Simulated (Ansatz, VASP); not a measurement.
Two plane-wave programs on SrTiO3

```
Sr Ti O
1.0
    -3.89112    0.00000   -3.89112
     0.00000   -3.89112   -3.89112
    -3.89112   -3.89112    0.00000
Sr Ti O
2 2 6
Direct
  0.00000 0.00000 0.99851
  0.50000 0.50000 0.50149
  0.25000 0.25000 0.25000
  0.75000 0.75000 0.75000
  0.51704 0.01704 0.48296
  0.98296 0.48296 0.01704
  0.48296 0.98296 0.01704
  0.01704 0.51704 0.48296
  0.50000 0.50000 0.03407
  0.00000 0.00000 0.46593
```

Change from the starting cell: mode 19 (426.9 1/cm) frozen in, largest displacement +0.188 Å.

Alike in both runs: task single point; functional PBEsol; k mesh 6 × 6 × 6; occupations gaussian, width 0.05 eV; no spin polarisation.

```csv
,VASP,Ansatz
version,VASP 6.6.1,Ansatz 0.2.0
potentials or method,"VASP PAW PBE potentials, release 64 (Sr_sv, Ti_sv, O), cutoff 520 eV","scalar-relativistic, plane waves, PAW"
valence electrons in the cell,80,80
```

Ansatz gave:

```
gap on the k mesh at the Fermi level (eV)                     : 1.76
least direct gap on the mesh (eV)                             : 1.76
pressure (GPa)                                                : 0.6
traceless stress, the component that is largest in VASP (GPa) : -0.79
rms of the force components (eV/Å)                            : 0.761
```

**Question.** Estimate VASP's values.

**Answer.** gap on the k mesh at the Fermi level (eV): 1.73; least direct gap on the mesh (eV): 1.73; pressure (GPa): 1.4; traceless stress, the component that is largest in VASP (GPa): -0.76; rms of the force components (eV/Å): 0.763.

VASP's potentials were made for PBE, not for PBEsol. Atom by atom the forces differ by 0.009 eV/Å (rms over components).
